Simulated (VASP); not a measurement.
# Pt in VASP: notebook

Runs on Pt. Level: PBE. Tasks: single point.

All numbers are computed with VASP 6.6.1; they aren't measurements. Logs are shortened: lines on timing, memory, paths and dates and some standing lists are left out, and cuts for length are marked.

## Step 1: The cell of the first run

The typed cell holds 4 atoms: a = 5.680 Å, b = 5.680 Å, c = 2.794 Å, α = 59.44°, β = 120.56°, γ = 120.00°.

## Step 2: Single point, PBE

INCAR reads:

```
PREC = Accurate
ENCUT = 520
EDIFF = 1E-7
ISMEAR = 0
SIGMA = 0.1
LREAL = F
LASPH = T
NELM = 100
ALGO = Fast
ISIF = 2
LWAVE = F
LCHARG = T
GGA = PE
LELF = T
LVHAR = T
NBANDS = 28
```

KPOINTS reads:

```
Automatic mesh
0
Gamma
  6 6 15
```

POSCAR reads:

```
Pt
1.0
    5.6802178666      0.0000000089     -0.0004184360
   -2.8401089256      4.9192129759      0.0004184360
   -1.4202209787      0.8199649644      2.2618172437
Pt
4
Direct
    0.0000000000      0.5000000000      0.0000000000
    0.5000000000      0.5000000000      0.0000000000
    0.0000000000      0.0000000000      0.0000000000
    0.5000000000      0.0000000000      0.0000000000
```

Potentials or basis: VASP PAW PBE potentials, release 64 (Pt).

Command:

```sh
$ cat potpaw_PBE.64/Pt/POTCAR > POTCAR
$ mpirun -np 1 vasp_std > vasp.out
```

OUTCAR:

```text
PREC = Accurate
   ENCUT = 520
   EDIFF = 1E-7
   ISMEAR = 0
   LREAL = F
   LASPH = T
   NELM = 100
   ISIF = 2
   GGA = PE

 ion  position               nearest neighbor table
   1  0.000  0.500  0.000-   3 2.79   3 2.79   2 2.79   2 2.79   4 2.84   4 2.84   3 2.84   3 2.84
                             2 2.84   2 2.84
   2  0.500  0.500  0.000-   4 2.79   4 2.79   1 2.79   1 2.79   3 2.84   3 2.84   4 2.84   4 2.84
                             1 2.84   1 2.84
   3  0.000  0.000  0.000-   1 2.79   1 2.79   4 2.79   4 2.79   2 2.84   2 2.84   1 2.84   1 2.84
                             4 2.84   4 2.84
   4  0.500  0.000  0.000-   2 2.79   2 2.79   3 2.79   3 2.79   1 2.84   1 2.84   2 2.84   2 2.84
                             3 2.84   3 2.84
[... 9 lines left out ...]
 A1 = (   1.4198879469,  -4.0992480115,   2.2613988077)
 A2 = (   4.2599968879,   0.8199649733,   2.2613988077)
 A3 = (  -1.4202209787,   0.8199649644,   2.2618172437)

Analysis of symmetry for initial positions (statically):
=====================================================================
 Subroutine PRICEL returns following result:

  LATTYP: Found a base centered monoclinic cell.
 ALAT       =     4.8111289803
 B/A-ratio  =     0.5903206820
 C/A-ratio  =     0.5806904288
 COS(beta)  =    -0.5611294370

  Lattice vectors:

 A1 = (   0.0001665159,   1.6396415235,  -2.2616080257)
 A2 = (  -1.4198879546,  -0.8199649688,  -2.2616080257)
 A3 = (  -1.4202209787,   0.8199649644,   2.2618172437)

   4 primitive cells build up your supercell.

 Routine SETGRP: Setting up the symmetry group for a
 base centered monoclinic supercell.

 Subroutine GETGRP returns: Found  4 space group operations
 (whereof  4 operations were pure point group operations)
 out of a pool of  4 trial point group operations.

The static configuration has the point symmetry C_2h.

Analysis of symmetry for dynamics (positions and initial velocities):
=====================================================================
 Subroutine PRICEL returns following result:

  LATTYP: Found a base centered monoclinic cell.
 ALAT       =     4.8111289803
 B/A-ratio  =     0.5903206820
 C/A-ratio  =     0.5806904288
 COS(beta)  =    -0.5611294370

  Lattice vectors:

 A1 = (   0.0001665159,   1.6396415235,  -2.2616080257)
 A2 = (  -1.4198879546,  -0.8199649688,  -2.2616080257)
 A3 = (  -1.4202209787,   0.8199649644,   2.2618172437)

   4 primitive cells build up your supercell.

 Routine SETGRP: Setting up the symmetry group for a
 base centered monoclinic supercell.

 Subroutine GETGRP returns: Found  4 space group operations
[... 103 lines left out ...]
   EDIFFG = 0.1E-05   stopping-criterion for IOM
   NSW    =      0    number of steps for IOM
   IBRION =     -1    ionic relax: 0-MD 1-quasi-New 2-CG
   NFREE  =      0    steps in history (QN), initial steepest desc. (CG)
   ISIF   =      2    stress and relaxation
   ISYM   =      2    0-nonsym 1-usesym 2-fastsym
   POTIM  = 0.5000    time-step for ionic-motion
   TEBEG  =    0.0;   TEEND  =   0.0 temperature during run
   PSTRESS=    0.0 pullay stress
   NELECT =      40.0000    total number of electrons
   NUPDOWN=      -1.0000    fix difference up-down
   EMIN   =  10.00;   EMAX   =-10.00  energy-range for DOS
   EFERMI =   0.00;   METHOD = LEGACY
   ISMEAR =     0;   SIGMA  =   0.10  broadening in eV -4-tet -1-fermi 0-gaus
   EFERMI_NEDOS =   21; number of points for ismear=-14 and -15
   IALGO  =     68    algorithm
   IMIX   =      4    mixing-type and parameters
     AMIX     =   0.40;   BMIX     =  1.00
     AMIX_MAG =   1.60;   BMIX_MAG =  1.00
  volume/ion in A,a.u.               =      15.80       106.62
  Fermi-wavevector in a.u.,A,eV,Ry     =   1.405609  2.656215 26.881511  1.975735
  Thomas-Fermi vector in A             =   2.528052
   LORBIT       =      0    0 simple, 1 ext, 2 COOP (PROOUT), +10 PAW based schemes
   GGA     = PE    functional components
   LHFCALC =     F    Hartree Fock is set to
   AEXX    =    0.0000 exact exchange contribution
   IVDW    =     0    specifies the selected vdW correction
   LEPSILON=     F    determine dielectric tensor
   LRPA    =     F    only Hartree local field effects (RPA)
 non-spin polarized calculation
 RMM-DIIS sequential band-by-band and
 Gauss-broadening in eV      SIGMA  =   0.10
  energy-cutoff  :      520.00
  volume of cell :       63.20
 maximum number of plane-waves:      1721
   NGX = 21   NGY = 21   NGZ = 11

 number of electron      40.0000000 magnetization

 Free energy of the ion-electron system (eV)
  ---------------------------------------------------
  ext. energy  EPLUGINS =         0.00000000
  ---------------------------------------------------
  free energy    TOTEN  =       -24.39692212 eV

  energy without entropy =      -24.35777064  energy(sigma->0) =      -24.37734638

 E-fermi :  10.3970     XC(G=0): -13.2107

 val. band max:       10.3965406064   @ k =   0.3333   0.5000   0.2667
 cond. band min:      10.4018242346   @ k =   0.5000   0.0000   0.0667
 fundamental gap:      0.0052836282
 Fermi energy:        10.3970103526

 k-point     1 :       0.0000    0.0000    0.0000
  band No.  band energies     occupation
      1       0.6891      2.00000
      2       3.5179      2.00000
      3       3.5179      2.00000
      4       3.8132      2.00000
      5       4.2491      2.00000
      6       6.6583      2.00000
[... 733 lines left out ...]
     27      19.4091      0.00000
     28      21.8775      0.00000

 [... further k-points ...]

------------------------ aborting loop because EDIFF is reached ----------------------------------------

  FORCE on cell =-STRESS in cart. coord.  units (eV):
  Direction    XX          YY          ZZ          XY          YZ          ZX
  --------------------------------------------------------------------------------------
  -------------------------------------------------------------------------------------
  Total       -1.4567902     -1.4518925     -0.2166589      0.0042415     -0.0008968      0.0015533
  in kB      -36.9331406    -36.8089719     -5.4928253      0.1075332     -0.0227360      0.0393807
  external PRESSURE =     -26.4116459 kB  Pullay stress =       0.0000000 kB

 VOLUME and BASIS-vectors are now :
 -----------------------------------------------------------------------------
  energy-cutoff  :      520.00
  volume of cell :       63.20
      direct lattice vectors                 reciprocal lattice vectors
     5.680217867  0.000000009 -0.000418436     0.176055014  0.101639140  0.073700247
    -2.840108926  4.919212976  0.000418436    -0.000005429  0.203287685 -0.073700247
    -1.420220979  0.819964964  2.261817244     0.000032571 -0.000018805  0.442149639

 POSITION                                       TOTAL-FORCE (eV/Angst)
 -----------------------------------------------------------------------------------
     -1.42005      2.45961      0.00021         0.000000      0.000000     -0.000000
      1.42005      2.45961      0.00000         0.000000     -0.000000     -0.000000
      0.00000      0.00000      0.00000        -0.000000      0.000000     -0.000000
      2.84011      0.00000     -0.00021        -0.000000     -0.000000      0.000000
 -----------------------------------------------------------------------------------
    total drift:                                0.000000     -0.000000     -0.000000

  FREE ENERGIE OF THE ION-ELECTRON SYSTEM (eV)
  ---------------------------------------------------
  free  energy   TOTEN  =       -24.3969221162 eV

  energy  without entropy=      -24.3577706448  energy(sigma->0) =      -24.37734638
```

stdout:

```text
POSCAR found type information on POSCAR Pt
 POSCAR found :  1 types and       4 ions
 scaLAPACK will be used
 LDA part: xc-table for (Slater+PW92), standard interpolation
 POSCAR, INCAR and KPOINTS ok, starting setup
 FFT: planning ... GRIDC
 FFT: planning ... GRID_SOFT
 FFT: planning ... GRID
 WAVECAR not read
 entering main loop
```

Wall time 6.9 min (1 thread of Intel Xeon 8259CL, shared host); peak memory 0.35 GiB.

Results:

```
Free energy            : -24.3969 eV
Pressure               : -2.6 GPa
Band gap on the k mesh : zero (bands 20 and 21 overlap by 1.40 eV)
```

Stress tensor (GPa, compression positive):
```
-3.69  0.01  0.00
 0.01 -3.68  0.00
 0.00  0.00 -0.55
```

Caveat: spin-orbit coupling is left out, which moves the levels of the heavy elements.

## Step 3: Single point, PBE

INCAR reads:

```
PREC = Accurate ; ENCUT = 520
EDIFF = 1E-6 ; ISMEAR = 0
SIGMA = 0.1 ; LREAL = False
LASPH = True ; NELM = 60
ALGO = Fast ; ISIF = 2
LWAVE = False ; LCHARG = False
GGA = PE ; NBANDS = 28
```

KPOINTS reads:

```
regular mesh
0
Gamma
  6 6 15
```

POSCAR reads:

```
Pt
1.0
    5.6802178820      0.0000000000      0.0000000000
   -2.8401089410      4.9192129848      0.0000000000
   -1.4200544705      0.8198688308      2.2603983953
Pt
4
Direct
    0.0000000000      0.5000000000      0.0000000000
    0.5000000000      0.5000000000      0.0000000000
    0.0000000000      0.0000000000      0.0000000000
    0.5000000000      0.0000000000      0.0000000000
```

Potentials or basis: VASP PAW PBE potentials, release 64 (Pt).

Command:

```sh
$ cat potpaw_PBE.64/Pt/POTCAR > POTCAR
$ mpirun -np 1 vasp_std > vasp.out
```

It took 6.7 min on 1 thread of Intel Xeon 8259CL, shared host; peak memory 0.35 GiB.

It converged, with:

```
Free energy            : -24.3970 eV
Pressure               : -2.5 GPa
Band gap on the k mesh : zero (bands 20 and 21 overlap by 1.40 eV)
```

Stress tensor (GPa, compression positive):
```
-3.58  0.01 -0.01
 0.01 -3.57  0.00
-0.01  0.00 -0.36
```

Levels at points of the mesh, in eV from the Fermi level:
```tsv
k point	band 17	band 18	band 19	band 20	band 21	band 22	band 23	band 24
(0.00, 0.00, 0.00)	-0.08	-0.08	-0.02	0.09	0.09	0.43	0.47	1.87
(0.50, 0.00, 0.00)	-1.33	-1.33	-1.29	-1.29	0.15	0.15	2.90	2.90
(0.50, 0.50, 0.00)	-1.91	-1.91	-1.56	-1.56	-0.80	-0.80	1.61	1.61
```

Caveat: spin-orbit coupling is left out, which moves the levels of the heavy elements.
